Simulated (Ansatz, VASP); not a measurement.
Si8NO14: VASP beside Ansatz

```
CELL_PARAMETERS angstrom
-4.16930 -4.16930 0.00000
4.16930 -4.16930 0.00000
0.00000 0.00000 5.33040
ATOMIC_POSITIONS crystal
Si 0.50000 0.49926 0.99957
Si 0.00000 0.51310 0.25000
Si 0.50000 0.49926 0.50043
Si 0.00000 0.46621 0.75000
Si 0.00000 0.01309 0.00492
Si 0.50000 0.99208 0.25000
Si 0.00000 0.01309 0.49508
Si 0.50000 0.99683 0.75000
O 0.19302 0.51045 0.99835
O 0.00000 0.20481 0.25000
O 0.80698 0.51045 0.99835
O 0.00000 0.81402 0.25000
O 0.19302 0.51045 0.50165
O 0.80698 0.51045 0.50165
O 0.69348 0.99236 0.00110
O 0.50000 0.68956 0.25000
O 0.30652 0.99236 0.00110
O 0.50000 0.30305 0.25000
O 0.69348 0.99236 0.49890
O 0.50000 0.69205 0.75000
O 0.30652 0.99236 0.49890
O 0.50000 0.30400 0.75000
N 0.00000 0.18083 0.75000
```

Alike in both runs: functional LDA; k mesh 2 × 2 × 2; occupations gaussian, width 0.05 eV; collinear spin.

Ansatz relaxed the structure, and its values are those at the end. VASP's run is a single point on that final structure, the one shown.

```csv
,VASP,Ansatz
version,VASP 6.6.1,Ansatz 0.2.0
potentials or method,"VASP PAW LDA potentials, release 64 (Si, O, N), cutoff 520 eV","scalar-relativistic, plane waves, PAW"
valence electrons in the cell,121,121
```

```tsv
	VASP	Ansatz	Ansatz less VASP
rms of the force components (eV/Å)	0.019	0.003	-0.0156
net moment per atom (μB)	0.00	0.00	0.000
```

Ansatz warns that its potentials were made for another functional, while VASP's fit it. LDA's correlation is that of Perdew and Zunger in VASP and of Perdew and Wang (1992) in Ansatz. Ansatz's warnings: filled band counts differ across k points, seeded moment not kept.

The k mesh is coarse, so the values compare programs but aren't converged.
